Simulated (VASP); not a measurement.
Here is a VASP 6.6.1 calculation.

The input INCAR:

```
ALGO = Fast
EDIFF = 1E-7
EDIFFG = -0.01
ENCUT = 600
GGA = PE
IBRION = 2
ISIF = 3
ISMEAR = 0
LASPH = True
LCHARG = False
LREAL = False
LWAVE = False
NELM = 100
NSW = 100
PREC = Accurate
SIGMA = 0.1
```

KPOINTS

```
k-points
0
Gamma
  8 8 8
```

Contents of POSCAR:

```
Al3SiPd2
1.0
    4.8719678817      0.0000000000      0.0000000000
    0.0000000000      4.8719678817      0.0000000000
    0.0000000000      0.0000000000      5.2307322626
Al Si Pd
3 1 2
Direct
    0.0000000000      0.5000000000      0.5000000000
    0.5000000000      0.0000000000      0.5000000000
    0.0000000000      0.0000000000      0.0000000000
    0.0000000000      0.0000000000      0.5000000000
    0.5000000000      0.5000000000      0.5000000000
    0.5000000000      0.5000000000      0.0000000000
```

Potentials or basis: VASP PAW PBE potentials, release 64 (Al, Si, Pd).

Command:

```console
$ cat potpaw_PBE.64/Al/POTCAR potpaw_PBE.64/Si/POTCAR potpaw_PBE.64/Pd/POTCAR > POTCAR
$ mpirun -np 1 vasp_std > vasp.out
```

Q: Estimate the band gap on the k mesh.

A: Zero (an odd number of electrons rules out a gap without spin polarisation).

Q: Predict the space group after relaxing (to 0.1 Å).

A: P4/mmm (No. 123).

Q: What does it give for the relaxed cell?

A: a = 4.924 Å, b = 4.924 Å, c = 5.165 Å, α = 90.00°, β = 90.00°, γ = 90.00°.

Q: Estimate the relaxed volume.

A: 20.87 Å³/atom.

Step by step:
```csv
step,energy change (eV),largest force (eV/Å),pressure (GPa),volume (Å³)
1,0.0000,0.0000,0.67,124.16
2,-0.0189,0.0000,-0.21,125.70
3,-0.0191,0.0000,-0.29,125.85
4,-0.0198,0.0000,0.03,125.21
```
